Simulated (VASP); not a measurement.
Wanted: the native input for a VASP 6.6.1 run.

```yaml
Task: single point
Functional: r2SCAN
Potentials_or_basis: VASP PAW PBE potentials, release 64 (C)
Cutoff: 520 eV
k_mesh: 10 × 10 × 3
Occupations: gaussian, width 0.05 eV
Spin: no spin polarisation
Dipole_correction: no
Further_INCAR_settings: ALGO = Normal; EDIFF = 1e-06; NBANDS = 31; ISYM = 0
```

The system is C.

```
CELL_PARAMETERS angstrom
-2.51134 0.00000 0.00000
-1.25567 -2.17488 0.00000
1.25567 0.72496 10.18600
ATOMIC_POSITIONS crystal
C 0.02813 0.02813 0.68378
C 0.97776 0.97776 0.53268
C 0.11324 0.11324 0.93912
C 0.89265 0.89265 0.27734
C 0.15873 0.15873 0.07560
C 0.84224 0.84224 0.12612
C 0.37841 0.37841 0.73462
C 0.62748 0.62748 0.48183
C 0.42963 0.42963 0.88829
C 0.57625 0.57625 0.32816
```

These files were run (other wordings do the same):

POSCAR

```
C
1.0
   -2.5113391176      0.0000000000      0.0000000000
   -1.2556695588     -2.1748834734      0.0000000000
    1.2556695588      0.7249611578     10.1859979276
C
10
Direct
    0.0281255449      0.0281255449      0.6837766348
    0.9777590037      0.9777590037      0.5326770110
    0.1132389044      0.1132389044      0.9391167133
    0.8926456442      0.8926456442      0.2773369325
    0.1587343140      0.1587343140      0.0756029421
    0.8422415354      0.8422415354      0.1261246061
    0.3784068776      0.3784068776      0.7346206329
    0.6274776710      0.6274776710      0.4818330130
    0.4296296209      0.4296296209      0.8882888627
    0.5762549277      0.5762549277      0.3281647832
```

INCAR.step1

```
SYSTEM = C
PREC = Accurate ; ENCUT = 520
ISMEAR = 0 ; SIGMA = 0.05
LREAL = .FALSE. ; LASPH = .TRUE.
NELM = 100 ; ISYM = 0
NBANDS = 31 ; GGA = PE
ALGO = Normal ; EDIFF = 1E-4
LWAVE = .TRUE. ; LCHARG = .FALSE.
```

INCAR.step2

```
SYSTEM = C
PREC = Accurate ; ENCUT = 520
EDIFF = 1E-6 ; ISMEAR = 0
SIGMA = 0.05 ; LREAL = .FALSE.
LASPH = .TRUE. ; NELM = 100
ALGO = Normal ; ISIF = 2
LWAVE = .FALSE. ; LCHARG = .FALSE.
METAGGA = R2SCAN ; LMIXTAU = .TRUE.
ISYM = 0 ; NBANDS = 31
ISTART = 1
```

KPOINTS

```
Automatic mesh
0
G
  10 10 3
  0 0 0
```

Potentials or basis: VASP PAW PBE potentials, release 64 (C).

Command:

```bash
$ cat potpaw_PBE.64/C/POTCAR > POTCAR
$ cp INCAR.step1 INCAR
$ mpirun -np 1 vasp_std > vasp.out
$ cp INCAR.step2 INCAR
$ mpirun -np 1 vasp_std > vasp.out
```

It gave:

| Property | Result |
| --- | --- |
| Pressure | 10.1 GPa |
| Largest force | 4.505 eV/Å |
| Band gap on the k mesh | 4.55 eV, indirect (least direct gap 5.35 eV) |

Caveat: the PAW data sets were made with another functional, which shifts forces and pressure a little.

Run time: 22 min on 1 thread of Oxide Virtual Turin-like Processor (shared host), peak memory 0.26 GiB.
